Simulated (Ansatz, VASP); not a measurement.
**TaN in VASP and in Ansatz**

```
CELL_PARAMETERS angstrom
5.62150 0.00000 0.00000
-2.81075 4.86836 0.00000
0.00000 0.00000 3.01973
ATOMIC_POSITIONS crystal
Ta 0.00000 0.00000 0.00000
Ta 0.33333 0.66667 0.50000
Ta 0.66667 0.33333 0.50000
N 0.50000 0.00000 0.00000
N 0.50000 0.50000 0.00000
N 0.00000 0.50000 0.00000
```

Change from the starting cell: strain +0.080 along x and y, +0.040 along z, atoms carried along.

Alike in both runs: task single point; functional PBEsol; k mesh 12 × 12 × 16; occupations gaussian, width 0.15 eV; no spin polarisation.

|  | VASP | Ansatz |
| --- | --- | --- |
| version | VASP 6.6.1 | Ansatz 0.2.0 |
| potentials or method | VASP PAW PBE potentials, release 64 (Ta_pv, N), cutoff 520 eV | scalar-relativistic, plane waves, PAW |
| valence electrons in the cell | 48 | 54 |

|  | VASP | Ansatz | Ansatz less VASP |
| --- | --- | --- | --- |
| gap on the k mesh at the Fermi level (eV) | none | none | - |
| pressure (GPa) | -38.7 | -39.0 | -0.34 |
| traceless stress, the component that is largest in VASP (GPa) | -2.97 | -3.04 | -0.071 |

VASP's potentials were made for PBE, not for PBEsol. A gap of «none» marks a metal or a gap that the smearing closes. Both programs put the cell under strong tension, so it lies far from rest at this level. With one functional, cell and mesh, what is left measures potentials, basis and numerics. VASP's potentials hold 48 valence electrons a cell and Ansatz's 54, so a difference there can come from the potentials and not from the codes.

Spin-orbit coupling is off throughout. Noted on VASP's run: the cell as given lies far from equilibrium.
